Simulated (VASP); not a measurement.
A run of VASP 6.6.1:

File INCAR:

```
ALGO = Normal
EDIFF = 1E-6
ENCUT = 600
GGA = PS
GGA_COMPAT = False
ISIF = 2
ISMEAR = 0
LASPH = True
LCHARG = False
LREAL = False
LWAVE = False
NBANDS = 16
NELM = 120
PREC = Accurate
SIGMA = 0.1
```

KPOINTS

```
k-points
0
Gamma
  24 24 18
```

POSCAR

```
WC
1.0
    2.9074128511      0.0000000000      0.0000000000
   -1.4537064255      2.5178933883      0.0000000000
    0.0000000000      0.0000000000      2.7853405027
W C
1 1
Direct
    0.0000000005     -0.0000000005      0.0000000000
    0.6666666661      0.3333333339      0.5000000000
```

Potentials or basis: VASP PAW PBE potentials, release 64 (W_sv, C).

The run is started by

```console
$ cat potpaw_PBE.64/W_sv/POTCAR potpaw_PBE.64/C/POTCAR > POTCAR
$ mpirun -np 1 vasp_std > vasp.out
```

Hardware: 1 thread of Intel Xeon 8259CL, on a shared host.

Q: How long does it take, and how much memory?

A: It took 3.6 min on 1 thread of Intel Xeon 8259CL, on a shared host, peak memory 0.34 GiB. Counts: scf iterations 12, k points 610.
